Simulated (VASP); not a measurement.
# Sc12H (a cell with a defect) in VASP: relaxation of the atoms with PBE

Aim: the relaxation of the atoms of Sc12H (a cell with a defect) with PBE.

Program: VASP 6.6.1. These are calculated values, not measurements. Logs are shortened: lines on timing, memory, paths and dates and some standing lists are left out, and cuts for length are marked.

## (1) The cell of the first run

The cell holds a defect, 13 atoms: a = 6.620 Å, b = 9.930 Å, c = 5.276 Å, α = 90.00°, β = 90.00°, γ = 120.00°.

## (2) Relaxation of the atoms, PBE

INCAR

```
SYSTEM = Sc12H
  PREC = Accurate
  ENCUT = 450
  EDIFF = 1E-7
  ISMEAR = 0
  SIGMA = 0.05
  LREAL = .False.
  LASPH = .True.
  NELM = 120
  ALGO = Normal
  ISIF = 2
  LWAVE = .False.
  LCHARG = .False.
  GGA = PE
  IBRION = 2
  NSW = 80
  EDIFFG = -0.03
  GGA_COMPAT = .False.
  NELMIN = 4
  KPAR = 4
```

KPOINTS

```
regular mesh
0
Gamma
  3 2 3
  0 0 0
```

POSCAR

```
Sc12H
1.0
    6.6200000000      0.0000000000      0.0000000000
   -4.9650000000      8.5996320000      0.0000000000
    0.0000000000      0.0000000000      5.2761400000
Sc H
12 1
Direct
    0.0000000000      0.0000000000      0.0000000000
    0.1666667000      0.2222222000      0.5000000000
    0.0000000000      0.3333333000      0.0000000000
    0.1666667000      0.5555556000      0.5000000000
    0.0000000000      0.6666667000      0.0000000000
    0.1666667000      0.8888889000      0.5000000000
    0.5000000000      0.0000000000      0.0000000000
    0.6666667000      0.2222222000      0.5000000000
    0.5000000000      0.3333333000      0.0000000000
    0.6666667000      0.5555556000      0.5000000000
    0.5000000000      0.6666667000      0.0000000000
    0.6666667000      0.8888889000      0.5000000000
    0.3320221000      0.7800508000      0.7530270000
```

Potentials or basis: VASP PAW PBE potentials, release 64 (Sc_sv, H).

Command:

```sh
$ cat potpaw_PBE.64/Sc_sv/POTCAR potpaw_PBE.64/H/POTCAR > POTCAR
$ mpirun -np 4 vasp_std > vasp.out
```

OUTCAR:

```text
SYSTEM = Sc12H
   PREC = Accurate
   ENCUT = 450
   EDIFF = 1E-7
   ISMEAR = 0
   LREAL = .False.
   LASPH = .True.
   NELM = 120
   ISIF = 2
   GGA = PE
   IBRION = 2
   NSW = 80
   EDIFFG = -0.03
   NELMIN = 4

 ion  position               nearest neighbor table
   1  0.000  0.000  0.000-   2 3.26   2 3.26  12 3.26  12 3.26   6 3.26   6 3.26   5 3.31   3 3.31
                             9 3.31  11 3.31   7 3.31   7 3.31
   2  0.167  0.222  0.500-   1 3.26   1 3.26   9 3.26   9 3.26   3 3.26   3 3.26   6 3.31  12 3.31
                             8 3.31   8 3.31  10 3.31   4 3.31
   3  0.000  0.333  0.000-   8 3.26   8 3.26   2 3.26   2 3.26   4 3.26   4 3.26   1 3.31   7 3.31
                             9 3.31   9 3.31  11 3.31   5 3.31
   4  0.167  0.556  0.500-  11 3.26  11 3.26   5 3.26   5 3.26   3 3.26   3 3.26   6 3.31  12 3.31
                            10 3.31  10 3.31   8 3.31   2 3.31
   5  0.000  0.667  0.000-   6 3.26   6 3.26  10 3.26  10 3.26   4 3.26   4 3.26   1 3.31   7 3.31
                            11 3.31  11 3.31   9 3.31   3 3.31
   6  0.167  0.889  0.500-   5 3.26   5 3.26   7 3.26   7 3.26   1 3.26   1 3.26   4 3.31   2 3.31
                             8 3.31  10 3.31  12 3.31  12 3.31
   7  0.500  0.000  0.000-   8 3.26   8 3.26   6 3.26   6 3.26  12 3.26  12 3.26   9 3.31  11 3.31
                             3 3.31   5 3.31   1 3.31   1 3.31
   8  0.667  0.222  0.500-   7 3.26   7 3.26   3 3.26   3 3.26   9 3.26   9 3.26  12 3.31   6 3.31
                             2 3.31   2 3.31   4 3.31  10 3.31
   9  0.500  0.333  0.000-   2 3.26   2 3.26   8 3.26   8 3.26  10 3.26  10 3.26   7 3.31   1 3.31
                             3 3.31   3 3.31   5 3.31  11 3.31
  10  0.667  0.556  0.500-   5 3.26   5 3.26  11 3.26  11 3.26   9 3.26   9 3.26  12 3.31   6 3.31
                             4 3.31   4 3.31   2 3.31   8 3.31
  11  0.500  0.667  0.000-  12 3.26  12 3.26   4 3.26   4 3.26  10 3.26  10 3.26   7 3.31   1 3.31
                             5 3.31   5 3.31   3 3.31   9 3.31
  12  0.667  0.889  0.500-  11 3.26  11 3.26   1 3.26   1 3.26   7 3.26   7 3.26   8 3.31  10 3.31
                             2 3.31   4 3.31   6 3.31   6 3.31
  13  0.332  0.780  0.753-

  LATTYP: Found a simple monoclinic cell.
 ALAT       =     6.6200000000
 B/A-ratio  =     0.7970000000
 C/A-ratio  =     1.3228756170
 COS(beta)  =    -0.1889822420

  Lattice vectors:

 A1 = (   6.6200000000,   0.0000000000,   0.0000000000)
 A2 = (   0.0000000000,   0.0000000000,   5.2761400000)
 A3 = (  -1.6550000000,  -8.5996320000,   0.0000000000)

Analysis of symmetry for initial positions (statically):
=====================================================================
 Subroutine PRICEL returns:
 Original cell was already a primitive cell.

 Routine SETGRP: Setting up the symmetry group for a
 simple monoclinic supercell.

 Subroutine GETGRP returns: Found  1 space group operations
 (whereof  1 operations were pure point group operations)
 out of a pool of  4 trial point group operations.

The static configuration has the point symmetry C_1 .

Analysis of symmetry for dynamics (positions and initial velocities):
=====================================================================
 Subroutine PRICEL returns:
 Original cell was already a primitive cell.

 Routine SETGRP: Setting up the symmetry group for a
 simple monoclinic supercell.

 Subroutine GETGRP returns: Found  1 space group operations
 (whereof  1 operations were pure point group operations)
 out of a pool of  4 trial point group operations.

The dynamic configuration has the point symmetry C_1 .

 Subroutine INISYM returns: Found  1 space group operations
 (whereof  1 operations are pure point group operations),
 and found     1 'primitive' translations

----------------------------------------------------------------------------------------

                                     Primitive cell

  volume of cell :     300.3683

  direct lattice vectors                    reciprocal lattice vectors
     6.620000000  0.000000000  0.000000000     0.151057402  0.087213034  0.000000000
    -4.965000000  8.599632000  0.000000000     0.000000000  0.116284046  0.000000000
     0.000000000  0.000000000  5.276140000     0.000000000  0.000000000  0.189532499

  length of vectors
     6.620000000  9.929999775  5.276140000     0.174426065  0.116284046  0.189532499

  position of ions in fractional coordinates (direct lattice)
     0.000000000  0.000000000  0.000000000
     0.166666700  0.222222200  0.500000000
     0.000000000  0.333333300  0.000000000
     0.166666700  0.555555600  0.500000000
     0.000000000  0.666666700  0.000000000
[... 62 lines left out ...]
|                                                                             |
 -----------------------------------------------------------------------------

 Subroutine IBZKPT returns following result:
 ===========================================

 Found     10 irreducible k-points:

 Following reciprocal coordinates:
            Coordinates               Weight
  0.000000  0.000000  0.000000      1.000000
  0.333333  0.000000  0.000000      2.000000
  0.000000  0.500000  0.000000      1.000000
  0.333333  0.500000  0.000000      2.000000
  0.000000  0.000000  0.333333      2.000000
  0.333333  0.000000  0.333333      2.000000
 -0.333333 -0.000000  0.333333      2.000000
  0.000000  0.500000  0.333333      2.000000
  0.333333  0.500000  0.333333      2.000000
 -0.333333  0.500000  0.333333      2.000000
   k-points           NKPTS =     10   k-points in BZ     NKDIM =     10   number of bands    NBANDS=     79
   number of dos      NEDOS =    301   number of ions     NIONS =     13
   total plane-waves  NPLWV = 134400
   dimension x,y,z NGX =    48 NGY =   70 NGZ =   40
   dimension x,y,z NGXF=    96 NGYF=  140 NGZF=   80
   ions per type =              12   1
   NGX,Y,Z   is equivalent  to a cutoff of  12.05, 11.72, 12.60 a.u.
   NGXF,Y,Z  is equivalent  to a cutoff of  24.11, 23.44, 25.21 a.u.
 SYSTEM =  Sc12H
   PREC   = accura    normal or accurate (medium, high low for compatibility)
   ISTART =      0    job   : 0-new  1-cont  2-samecut
   ICHARG =      2    charge: 1-file 2-atom 10-const
   ISPIN  =      1    spin polarized calculation?
   LNONCOLLINEAR =      F non collinear calculations
   LSORBIT =      F    spin-orbit coupling
   LASPH  =      T    aspherical Exc in radial PAW
   ENCUT  =  450.0 eV  33.07 Ry    5.75 a.u.  11.45 17.18  9.13*2*pi/ulx,y,z
   NELM   =    120;   NELMIN=  4; NELMDL= -5     # of ELM steps
   EDIFF  = 0.1E-06   stopping-criterion for ELM
   LREAL  =      F    real-space projection
   EDIFFG = -.3E-01   stopping-criterion for IOM
   NSW    =     80    number of steps for IOM
   IBRION =      2    ionic relax: 0-MD 1-quasi-New 2-CG
   NFREE  =      1    steps in history (QN), initial steepest desc. (CG)
   ISIF   =      2    stress and relaxation
   ISYM   =      2    0-nonsym 1-usesym 2-fastsym
   POTIM  = 0.5000    time-step for ionic-motion
   TEBEG  =    0.0;   TEEND  =   0.0 temperature during run
   PSTRESS=    0.0 pullay stress
   NELECT =     133.0000    total number of electrons
   NUPDOWN=      -1.0000    fix difference up-down
   EMIN   =  10.00;   EMAX   =-10.00  energy-range for DOS
   EFERMI =   0.00;   METHOD = LEGACY
   ISMEAR =     0;   SIGMA  =   0.05  broadening in eV -4-tet -1-fermi 0-gaus
   EFERMI_NEDOS =   21; number of points for ismear=-14 and -15
   IALGO  =     38    algorithm
   IMIX   =      4    mixing-type and parameters
     AMIX     =   0.40;   BMIX     =  1.00
     AMIX_MAG =   1.60;   BMIX_MAG =  1.00
  volume/ion in A,a.u.               =      23.11       155.92
  Fermi-wavevector in a.u.,A,eV,Ry     =   1.247788  2.357977 21.183915  1.556974
  Thomas-Fermi vector in A             =   2.381904
   LORBIT       =      0    0 simple, 1 ext, 2 COOP (PROOUT), +10 PAW based schemes
   GGA     = PE    functional components
   LHFCALC =     F    Hartree Fock is set to
   AEXX    =    0.0000 exact exchange contribution
   IVDW    =     0    specifies the selected vdW correction
   LEPSILON=     F    determine dielectric tensor
   LRPA    =     F    only Hartree local field effects (RPA)
 conjugate gradient relaxation of ions
 non-spin polarized calculation
 Gauss-broadening in eV      SIGMA  =   0.05
  energy-cutoff  :      450.00
  volume of cell :      300.37
 maximum number of plane-waves:      6539
 NGX is ok and might be reduce to    48
   NGX = 23   NGY = 35   NGZ = 19

--------------------------------------- Ionic step        1  -------------------------------------------

 number of electron     133.0000021 magnetization

 Free energy of the ion-electron system (eV)
  ---------------------------------------------------
  ext. energy  EPLUGINS =         0.00000000
  ---------------------------------------------------
  free energy    TOTEN  =       -79.03224552 eV

  energy without entropy =      -78.99201221  energy(sigma->0) =      -79.01212887

------------------------ aborting loop because EDIFF is reached ----------------------------------------

  FORCE on cell =-STRESS in cart. coord.  units (eV):
  Direction    XX          YY          ZZ          XY          YZ          ZX
  --------------------------------------------------------------------------------------
  -------------------------------------------------------------------------------------
  Total       -1.3691230     -1.4804527     -2.6011015      0.0492413      0.0381021      0.0795749
  in kB       -7.3029595     -7.8967968    -13.8743842      0.2626549      0.2032384      0.4244556
  external PRESSURE =      -9.6913802 kB  Pullay stress =       0.0000000 kB
[... 175 lines left out ...]
--------------------------------------- Ionic step        5  -------------------------------------------

 number of electron     133.0000014 magnetization

 Free energy of the ion-electron system (eV)
  ---------------------------------------------------
  ext. energy  EPLUGINS =         0.00000000
  ---------------------------------------------------
  free energy    TOTEN  =       -79.03653765 eV

  energy without entropy =      -78.99685120  energy(sigma->0) =      -79.01669442

 E-fermi :   3.6506     XC(G=0):  -9.8609

 val. band max:        3.6369420936   @ k =   0.3333   0.0000   0.3333
 cond. band min:       3.6559111959   @ k =   0.0000   0.5000   0.3333
 fundamental gap:      0.0189691022
 Fermi energy:         3.6505981736

 k-point     1 :       0.0000    0.0000    0.0000
  band No.  band energies     occupation
      1     -45.8006      2.00000
      2     -45.7654      2.00000
      3     -45.7594      2.00000
      4     -45.7576      2.00000
      5     -45.7467      2.00000
      6     -45.7406      2.00000
[... 799 lines left out ...]
     77       4.6005      0.00000
     78       4.6555      0.00000
 [bands above 78 left out]

------------------------ aborting loop because EDIFF is reached ----------------------------------------

  FORCE on cell =-STRESS in cart. coord.  units (eV):
  Direction    XX          YY          ZZ          XY          YZ          ZX
  --------------------------------------------------------------------------------------
  -------------------------------------------------------------------------------------
  Total       -1.3219714     -1.4289899     -2.6545402      0.0481244      0.0383183      0.0752686
  in kB       -7.0514509     -7.6222919    -14.1594283      0.2566975      0.2043915      0.4014859
  external PRESSURE =      -9.6110570 kB  Pullay stress =       0.0000000 kB
[... 28 lines left out ...]
  FREE ENERGIE OF THE ION-ELECTRON SYSTEM (eV)
  ---------------------------------------------------
  free  energy   TOTEN  =       -79.0365376503 eV

  energy  without entropy=      -78.9968511964  energy(sigma->0) =      -79.01669442

 reached required accuracy - stopping structural energy minimisation
```

Run time: 8.1 min. Hardware: 4 MPI ranks of Intel Xeon Platinum 8259CL at 2.50GHz (Skylake/Cascade Lake), shared host; peak memory 0.47 GiB.

What came out:

| Item | Value |
| --- | --- |
| Free energy | -79.0365 eV |
| Energy gained by relaxing | 0.3 meV/atom |
| Ionic steps | 5 |
| Pressure after relaxing | -1.0 GPa |
| Largest force after relaxing | 0.026 eV/Å |

Forces on the atoms (eV/Å):
```
Sc  -0.003 -0.001 -0.013
Sc   0.000  0.007 -0.012
Sc   0.002  0.001  0.001
Sc  -0.001 -0.009 -0.005
Sc  -0.014 -0.001  0.016
Sc  -0.014  0.004 -0.021
Sc  -0.003  0.013  0.007
Sc  -0.004  0.002  0.000
Sc  -0.002 -0.001  0.015
Sc   0.001  0.002  0.017
Sc   0.012 -0.004  0.020
Sc   0.010  0.002 -0.015
H    0.015 -0.015 -0.011
```

The path:
```tsv
step	energy change (eV)	largest force (eV/Å)	pressure (GPa)
1	0.0000	0.0739	-0.97
2	-0.0014	0.0630	-0.97
3	-0.0036	0.0355	-0.96
4	-0.0037	0.0371	-0.96
5	-0.0043	0.0255	-0.96
```

Final structure:
```xyz
13
Lattice="6.6200 0.0000 0.0000 -4.9650 8.5996 0.0000 0.0000 0.0000 5.2761" Properties=species:S:1:pos:R:3 pbc="T T T"
Sc    1.6513    8.5990    5.2573
Sc   -0.0011    1.9119    2.6300
Sc   -1.6556    2.8733    5.2662
Sc   -1.6580    4.7858    2.6443
Sc   -3.3010    5.7364    5.2746
Sc   -3.3028    7.6410    2.6373
Sc   -1.6537    8.5935    5.2724
Sc    3.3106    1.9064    2.6482
Sc    1.6556    2.8652    0.0075
Sc    1.6562    4.7795    2.6581
Sc   -0.0097    5.7387    0.0043
Sc   -0.0109    7.6424    2.6425
H    -1.6659    6.6992    3.9633
```

Caveat: the k points lie up to 0.40 Å⁻¹ apart.
